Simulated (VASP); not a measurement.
# Zr (Fd-3m) in VASP: further runs

Zr is run at these levels: PBEsol; tasks: single point.

Program: VASP 6.6.1. These are calculated values, not measurements. Logs are shortened: lines on timing, memory, paths and dates and some standing lists are left out, and cuts for length are marked.

## Step 1: The cell of the first run

Symmetry: Fd-3m, No. 227, cubic system. Conventional cell: a = 4.634 Å, b = 4.634 Å, c = 4.634 Å, α = 90.00°, β = 90.00°, γ = 90.00°. Within 2.7 Å of Zr (site symmetry -43m) lie 4 Zr at 2.01 Å.

This isn't the form of Zr at room conditions, which is hcp.

## Step 2: Single point, PBEsol (12.44 Å³/atom)

INCAR

```
SYSTEM = Zr
PREC = Accurate
ENCUT = 520
EDIFF = 1E-7
ISMEAR = -1
SIGMA = 0.1
LREAL = .False.
LASPH = .True.
NELM = 100
ALGO = Normal
ISIF = 2
LWAVE = .False.
LCHARG = .False.
GGA = PS
NBANDS = 19
```

KPOINTS

```
Automatic mesh
0
Gamma
  12 12 12
  0 0 0
```

POSCAR

```
Zr
1.0
    0.0000000000      2.3167781234      2.3167781234
    2.3167781234      0.0000000000      2.3167781234
    2.3167781234      2.3167781234      0.0000000000
Zr
2
Direct
   -0.1250000000     -0.1250000000     -0.1250000000
    0.1250000000      0.1250000000      0.1250000000
```

Potentials or basis: VASP PAW PBE potentials, release 64 (Zr_sv).

Command:

```sh
$ cat potpaw_PBE.64/Zr_sv/POTCAR > POTCAR
$ mpirun -np 1 vasp_std > vasp.out
```

OUTCAR:

```text
SYSTEM = Zr
   PREC = Accurate
   ENCUT = 520
   EDIFF = 1E-7
   ISMEAR = -1
   LREAL = .False.
   LASPH = .True.
   NELM = 100
   ISIF = 2
   GGA = PS

 ion  position               nearest neighbor table
   1  0.875  0.875  0.875-   2 2.01   2 2.01   2 2.01   2 2.01   2 3.84   2 3.84   2 3.84   2 3.84
                             2 3.84   2 3.84   2 3.84   2 3.84   2 3.84   2 3.84   2 3.84   2 3.84
   2  0.125  0.125  0.125-   1 2.01   1 2.01   1 2.01   1 2.01   1 3.84   1 3.84   1 3.84   1 3.84
                             1 3.84   1 3.84   1 3.84   1 3.84   1 3.84   1 3.84   1 3.84   1 3.84

  LATTYP: Found a face centered cubic cell.
 ALAT       =     4.6335562468

  Lattice vectors:

 A1 = (   0.0000000000,   2.3167781234,   2.3167781234)
 A2 = (   2.3167781234,   0.0000000000,   2.3167781234)
 A3 = (   2.3167781234,   2.3167781234,   0.0000000000)

Analysis of symmetry for initial positions (statically):
=====================================================================
 Subroutine PRICEL returns:
 Original cell was already a primitive cell.

 Routine SETGRP: Setting up the symmetry group for a
 face centered cubic supercell.

 Subroutine GETGRP returns: Found 48 space group operations
 (whereof 12 operations were pure point group operations)
 out of a pool of 48 trial point group operations.

The static configuration has the point symmetry D_3d.
 The point group associated with its full space group is O_h .

Analysis of symmetry for dynamics (positions and initial velocities):
=====================================================================
 Subroutine PRICEL returns:
 Original cell was already a primitive cell.

 Routine SETGRP: Setting up the symmetry group for a
 face centered cubic supercell.

 Subroutine GETGRP returns: Found 48 space group operations
 (whereof 12 operations were pure point group operations)
 out of a pool of 48 trial point group operations.

The dynamic configuration has the point symmetry D_3d.
 The point group associated with its full space group is O_h .

 Subroutine INISYM returns: Found 48 space group operations
 (whereof 12 operations are pure point group operations),
 and found     1 'primitive' translations

----------------------------------------------------------------------------------------

                                     Primitive cell

  volume of cell :      24.8704

  direct lattice vectors                    reciprocal lattice vectors
     0.000000000  2.316778123  2.316778123    -0.215816955  0.215816955  0.215816955
     2.316778123  0.000000000  2.316778123     0.215816955 -0.215816955  0.215816955
     2.316778123  2.316778123  0.000000000     0.215816955  0.215816955 -0.215816955

  length of vectors
     3.276419043  3.276419043  3.276419043     0.373805931  0.373805931  0.373805931

  position of ions in fractional coordinates (direct lattice)
     0.875000000  0.875000000  0.875000000
     0.125000000  0.125000000  0.125000000

  ion indices of the primitive-cell ions
   primitive index   ion index
                 1           1
                 2           2

----------------------------------------------------------------------------------------

 KPOINTS: Automatic mesh

Automatic generation of k-mesh.
 Grid dimensions read from file:
 generate k-points for:   12   12   12

 Generating k-lattice:

  Cartesian coordinates                     Fractional coordinates (reciprocal lattice)
    -0.017984746  0.017984746  0.017984746     0.083333333  0.000000000  0.000000000
     0.017984746 -0.017984746  0.017984746     0.000000000  0.083333333  0.000000000
     0.017984746  0.017984746 -0.017984746     0.000000000  0.000000000  0.083333333

  Length of vectors
     0.031150494  0.031150494  0.031150494

  Shift w.r.t. Gamma in fractional coordinates (k-lattice)
     0.000000000  0.000000000  0.000000000

 Subroutine IBZKPT returns following result:
 ===========================================

 Found     72 irreducible k-points:

 Following reciprocal coordinates:
            Coordinates               Weight
  0.000000  0.000000  0.000000      1.000000
  0.083333  0.000000  0.000000      8.000000
  0.166667  0.000000  0.000000      8.000000
  0.250000  0.000000  0.000000      8.000000
  0.333333  0.000000  0.000000      8.000000
  0.416667  0.000000  0.000000      8.000000
[... 16 lines left out ...]
  0.500000  0.166667  0.000000     24.000000
 -0.416667  0.166667  0.000000     24.000000
 [... further k-points ...]
   k-points           NKPTS =     72   k-points in BZ     NKDIM =     72   number of bands    NBANDS=     19
   number of dos      NEDOS =    301   number of ions     NIONS =      2
   total plane-waves  NPLWV =  13824
   dimension x,y,z NGX =    24 NGY =   24 NGZ =   24
   dimension x,y,z NGXF=    48 NGYF=   48 NGZF=   48
   ions per type =               2
   NGX,Y,Z   is equivalent  to a cutoff of  12.18, 12.18, 12.18 a.u.
   NGXF,Y,Z  is equivalent  to a cutoff of  24.36, 24.36, 24.36 a.u.
 SYSTEM =  Zr
   PREC   = accura    normal or accurate (medium, high low for compatibility)
   ISTART =      0    job   : 0-new  1-cont  2-samecut
   ICHARG =      2    charge: 1-file 2-atom 10-const
   ISPIN  =      1    spin polarized calculation?
   LNONCOLLINEAR =      F non collinear calculations
   LSORBIT =      F    spin-orbit coupling
   LASPH  =      T    aspherical Exc in radial PAW
   ENCUT  =  520.0 eV  38.22 Ry    6.18 a.u.   6.09  6.09  6.09*2*pi/ulx,y,z
   NELM   =    100;   NELMIN=  2; NELMDL= -5     # of ELM steps
   EDIFF  = 0.1E-06   stopping-criterion for ELM
   LREAL  =      F    real-space projection
   EDIFFG = 0.1E-05   stopping-criterion for IOM
   NSW    =      0    number of steps for IOM
   IBRION =     -1    ionic relax: 0-MD 1-quasi-New 2-CG
   NFREE  =      0    steps in history (QN), initial steepest desc. (CG)
   ISIF   =      2    stress and relaxation
   ISYM   =      2    0-nonsym 1-usesym 2-fastsym
   POTIM  = 0.5000    time-step for ionic-motion
   TEBEG  =    0.0;   TEEND  =   0.0 temperature during run
   PSTRESS=    0.0 pullay stress
   NELECT =      24.0000    total number of electrons
   NUPDOWN=      -1.0000    fix difference up-down
   EMIN   =  10.00;   EMAX   =-10.00  energy-range for DOS
   EFERMI =   0.00;   METHOD = LEGACY
   ISMEAR =    -1;   SIGMA  =   0.10  broadening in eV -4-tet -1-fermi 0-gaus
   EFERMI_NEDOS =   21; number of points for ismear=-14 and -15
   IALGO  =     38    algorithm
   IMIX   =      4    mixing-type and parameters
     AMIX     =   0.40;   BMIX     =  1.00
     AMIX_MAG =   1.60;   BMIX_MAG =  1.00
  volume/ion in A,a.u.               =      12.44        83.92
  Fermi-wavevector in a.u.,A,eV,Ry     =   1.617773  3.057147 35.609006  2.617188
  Thomas-Fermi vector in A             =   2.712143
   LORBIT       =      0    0 simple, 1 ext, 2 COOP (PROOUT), +10 PAW based schemes
   GGA     = PS    functional components
   LHFCALC =     F    Hartree Fock is set to
   AEXX    =    0.0000 exact exchange contribution
   IVDW    =     0    specifies the selected vdW correction
   LEPSILON=     F    determine dielectric tensor
   LRPA    =     F    only Hartree local field effects (RPA)
 non-spin polarized calculation
  energy-cutoff  :      520.00
  volume of cell :       24.87
 maximum number of plane-waves:       692
   NGX = 13   NGY = 13   NGZ = 13

 number of electron      24.0000001 magnetization

 Free energy of the ion-electron system (eV)
  ---------------------------------------------------
  ext. energy  EPLUGINS =         0.00000000
  ---------------------------------------------------
  free energy    TOTEN  =        -2.40283629 eV

  energy without entropy =       -2.33659907  energy(sigma->0) =       -2.36971768

 E-fermi :  17.8419     XC(G=0): -14.0738

 val. band max:       17.8335543248   @ k =  -0.2500   0.1667   0.0000
 cond. band min:      17.8487515604   @ k =   0.3333   0.0000   0.0000
 fundamental gap:      0.0151972356
 Fermi energy:        17.8419203673

 k-point     1 :       0.0000    0.0000    0.0000
  band No.  band energies     occupation
      1     -34.7960      2.00000
      2     -27.5225      2.00000
      3     -12.8645      2.00000
      4     -12.8645      2.00000
      5     -12.8645      2.00000
      6      -7.5291      2.00000
[... 11 lines left out ...]
     18      29.0843      0.00000
     19      30.8680      0.00000

 k-point     2 :       0.0833    0.0000    0.0000
  band No.  band energies     occupation
      1     -34.7291      2.00000
      2     -27.6691      2.00000
      3     -12.9315      2.00000
      4     -12.9315      2.00000
      5     -12.8316      2.00000
      6      -7.4294      2.00000
[... 11 lines left out ...]
     18      29.2012      0.00000
     19      30.7241      0.00000

 k-point     3 :       0.1667    0.0000    0.0000
  band No.  band energies     occupation
      1     -34.5345      2.00000
      2     -28.0748      2.00000
      3     -13.1033      2.00000
      4     -13.1033      2.00000
      5     -12.7657      2.00000
      6      -7.1491      2.00000
[... 11 lines left out ...]
     18      30.0638      0.00000
     19      30.3971      0.00000

 k-point     4 :       0.2500    0.0000    0.0000
  band No.  band energies     occupation
      1     -34.2324      2.00000
      2     -28.6508      2.00000
      3     -13.3157      2.00000
      4     -13.3157      2.00000
      5     -12.7248      2.00000
      6      -6.7966      2.00000
[... 11 lines left out ...]
     18      30.0427      0.00000
     19      30.0427      0.00000

 k-point     5 :       0.3333    0.0000    0.0000
  band No.  band energies     occupation
      1     -33.8682      2.00000
      2     -29.2745      2.00000
      3     -13.5081      2.00000
      4     -13.5081      2.00000
      5     -12.7284      2.00000
      6      -6.4658      2.00000
[... 11 lines left out ...]
     18      29.6222      0.00000
     19      29.6222      0.00000

 k-point     6 :       0.4167    0.0000    0.0000
  band No.  band energies     occupation
      1     -33.5354      2.00000
      2     -29.7891      2.00000
      3     -13.6387      2.00000
      4     -13.6387      2.00000
      5     -12.7523      2.00000
      6      -6.2351      2.00000
[... 11 lines left out ...]
     18      29.0491      0.00000
     19      29.0492      0.00000

 k-point     7 :       0.5000    0.0000    0.0000
  band No.  band energies     occupation
      1     -33.3907      2.00000
      2     -29.9987      2.00000
      3     -13.6846      2.00000
      4     -13.6846      2.00000
      5     -12.7646      2.00000
      6      -6.1529      2.00000
[... 11 lines left out ...]
     18      27.5365      0.00000
     19      28.6229      0.00000

 k-point     8 :       0.0833    0.0833    0.0000
  band No.  band energies     occupation
      1     -34.7064      2.00000
      2     -27.7179      2.00000
      3     -13.0228      2.00000
      4     -13.0228      2.00000
      5     -12.6708      2.00000
      6      -7.6116      2.00000
[... 256 lines left out ...]
 k-point    20 :       0.2500    0.1667    0.0000
  band No.  band energies     occupation
      1     -34.2055      2.00000
      2     -28.6959      2.00000
      3     -13.6449      2.00000
      4     -13.6198      2.00000
      5     -11.8544      2.00000
      6      -7.8635      2.00000
[... 11 lines left out ...]
     18      27.0043      0.00000
     19      29.6885      0.00000

 k-point    21 :       0.3333    0.1667    0.0000
  band No.  band energies     occupation
      1     -33.8734      2.00000
      2     -29.2605      2.00000
      3     -13.9298      2.00000
      4     -13.8013      2.00000
      5     -11.6376      2.00000
      6      -7.6862      2.00000
[... 11 lines left out ...]
     18      26.5281      0.00000
     19      30.5884      0.00000

 k-point    22 :       0.4167    0.1667    0.0000
  band No.  band energies     occupation
      1     -33.4985      2.00000
      2     -29.8358      2.00000
      3     -14.2046      2.00000
      4     -13.9099      2.00000
      5     -11.5177      2.00000
      6      -7.3778      2.00000
[... 11 lines left out ...]
     18      26.6419      0.00000
     19      29.6582      0.00000

 k-point    23 :       0.5000    0.1667    0.0000
  band No.  band energies     occupation
      1     -33.1985      2.00000
      2     -30.2568      2.00000
      3     -14.4054      2.00000
      4     -13.9268      2.00000
      5     -11.4900      2.00000
      6      -7.0624      2.00000
[... 11 lines left out ...]
     18      27.8762      0.00000
     19      28.3595      0.00000

 k-point    24 :      -0.4167    0.1667    0.0000
  band No.  band energies     occupation
      1     -33.1537      2.00000
      2     -30.3170      2.00000
      3     -14.4874      2.00000
      4     -13.8499      2.00000
      5     -11.5360      2.00000
      6      -6.8644      2.00000
[... 11 lines left out ...]
     18      26.6056      0.00000
     19      28.1541      0.00000

 [... further k-points ...]

------------------------ aborting loop because EDIFF is reached ----------------------------------------

  FORCE on cell =-STRESS in cart. coord.  units (eV):
  Direction    XX          YY          ZZ          XY          YZ          ZX
  --------------------------------------------------------------------------------------
  -------------------------------------------------------------------------------------
  Total       39.7273334     39.7273334     39.7273334      0.0000000      0.0000000      0.0000000
  in kB     2559.2733288   2559.2733288   2559.2733288      0.0000000      0.0000000      0.0000000
  external PRESSURE =    2559.2733288 kB  Pullay stress =       0.0000000 kB

 VOLUME and BASIS-vectors are now :
 -----------------------------------------------------------------------------
  energy-cutoff  :      520.00
  volume of cell :       24.87
      direct lattice vectors                 reciprocal lattice vectors
     0.000000000  2.316778123  2.316778123    -0.215816955  0.215816955  0.215816955
     2.316778123  0.000000000  2.316778123     0.215816955 -0.215816955  0.215816955
     2.316778123  2.316778123  0.000000000     0.215816955  0.215816955 -0.215816955

 POSITION                                       TOTAL-FORCE (eV/Angst)
 -----------------------------------------------------------------------------------
      4.05436      4.05436      4.05436        -0.000000      0.000000     -0.000000
      0.57919      0.57919      0.57919         0.000000     -0.000000      0.000000
 -----------------------------------------------------------------------------------
    total drift:                                0.000000      0.000000      0.000000

  FREE ENERGIE OF THE ION-ELECTRON SYSTEM (eV)
  ---------------------------------------------------
  free  energy   TOTEN  =        -2.4028362944 eV

  energy  without entropy=       -2.3365990729  energy(sigma->0) =       -2.36971768
```

Wall time 10 s (1 thread of Intel Xeon 6975P-C (Granite Rapids), shared host); peak memory 0.15 GiB.

Results:

```
Free energy            : -2.4028 eV
Pressure               : 255.9 GPa
Band gap on the k mesh : zero (bands 12 and 13 overlap by 4.10 eV)
```

Levels at points of the mesh, in eV from the Fermi level:
| k point | band 10 | band 11 | band 12 | band 13 | band 14 | band 15 |
| --- | --- | --- | --- | --- | --- | --- |
| (0.00, 0.00, 0.00) | -4.84 | -4.84 | -0.13 | -0.13 | -0.13 | 6.83 |
| (0.50, 0.00, 0.00) | -3.89 | -3.89 | -2.15 | -2.15 | -1.68 | 5.28 |
| (0.50, 0.50, 0.00) | -6.38 | -2.20 | -2.20 | 0.99 | 0.99 | 7.05 |

Caveat: atoms lie so close that the PAW spheres overlap strongly, which falsifies energies and pressures; the cell stands under pressure; the PAW data sets were made with another functional, which shifts forces and pressure a little.

## Step 3: Single point, PBEsol (12.44 Å³/atom)

INCAR

```
PREC = Accurate ; ENCUT = 520
EDIFF = 1E-6 ; ISMEAR = -1
SIGMA = 0.1 ; LREAL = F
LASPH = T ; NELM = 60
ALGO = Normal ; ISIF = 2
LWAVE = F ; LCHARG = F
GGA = PS ; NBANDS = 19
```

KPOINTS

```
regular mesh
0
Gamma
  12 12 12
```

POSCAR is that of step 2.

Potentials or basis: VASP PAW PBE potentials, release 64 (Zr_sv).

Command:

```sh
$ cat potpaw_PBE.64/Zr_sv/POTCAR > POTCAR
$ mpirun -np 1 vasp_std > vasp.out
```

Wall time 9.1 s (1 thread of Intel Xeon 6975P-C (Granite Rapids), shared host); peak memory 0.15 GiB.

It converged, with:

| Item | Value |
| --- | --- |
| Free energy | -2.4028 eV |
| Pressure | 255.9 GPa |
| Band gap on the k mesh | zero (bands 12 and 13 overlap by 4.10 eV) |

Levels at points of the mesh, in eV from the Fermi level:
```csv
k point,band 8,band 9,band 10,band 11,band 12,band 13,band 14,band 15,band 16,band 17
"(0.00, 0.00, 0.00)",-25.37,-6.00,-4.84,-4.84,-0.13,-0.13,-0.13,6.83,6.83,6.83
"(0.50, 0.00, 0.00)",-23.21,-4.86,-3.89,-3.89,-2.15,-2.15,-1.68,5.28,8.67,8.67
"(0.50, 0.50, 0.00)",-22.25,-6.38,-6.38,-2.20,-2.20,0.99,0.99,7.05,7.05,10.20
```

Caveat: atoms lie so close that the PAW spheres overlap strongly, which falsifies energies and pressures; the cell stands under pressure; the PAW data sets were made with another functional, which shifts forces and pressure a little.

## Step 4: Single point, PBEsol (14.46 Å³/atom)

This run uses another cell than the first one, of 14.46 Å³/atom.

INCAR

```
SYSTEM = Zr
  ALGO = Normal
  EDIFF = 1E-6
  ENCUT = 520
  GGA = PS
  ISIF = 2
  ISMEAR = -1
  LASPH = .TRUE.
  LCHARG = .TRUE.
  LELF = .TRUE.
  LREAL = .FALSE.
  LVHAR = .TRUE.
  LWAVE = .FALSE.
  NBANDS = 19
  NELM = 100
  PREC = Accurate
  SIGMA = 0.1
```

KPOINTS

```
k-points
0
G
  12 12 12
  0 0 0
```

POSCAR

```
Zr
1.0
    0.0000000000      2.4362300358      2.4362300358
    2.4362300358      0.0000000000      2.4362300358
    2.4362300358      2.4362300358      0.0000000000
Zr
2
Direct
   -0.1250000000     -0.1250000000     -0.1250000000
    0.1250000000      0.1250000000      0.1250000000
```

Command:

```sh
$ cat potpaw_PBE.64/Zr_sv/POTCAR > POTCAR
$ mpirun -np 1 vasp_std > vasp.out
```

Wall time 18 s (1 thread of Intel Xeon 6975P-C (Granite Rapids), shared host); peak memory 0.17 GiB.

The run converged. Its results:

- Free energy: -7.2333 eV
- Pressure: 139.2 GPa
- Band gap on the k mesh: zero (bands 12 and 13 overlap by 3.45 eV)

Levels at points of the mesh, in eV from the Fermi level:
```
           k point  band 10  band 11  band 12  band 13  band 14  band 15
(0.00, 0.00, 0.00)    -3.88    -3.88    -0.08    -0.08    -0.08     5.31
(0.50, 0.00, 0.00)    -3.23    -3.23    -1.63    -1.63    -1.46     4.12
(0.50, 0.50, 0.00)    -5.49    -1.66    -1.66     1.27     1.27     5.24
```

Caveat: the cell stands under pressure; the PAW data sets were made with another functional, which shifts forces and pressure a little.
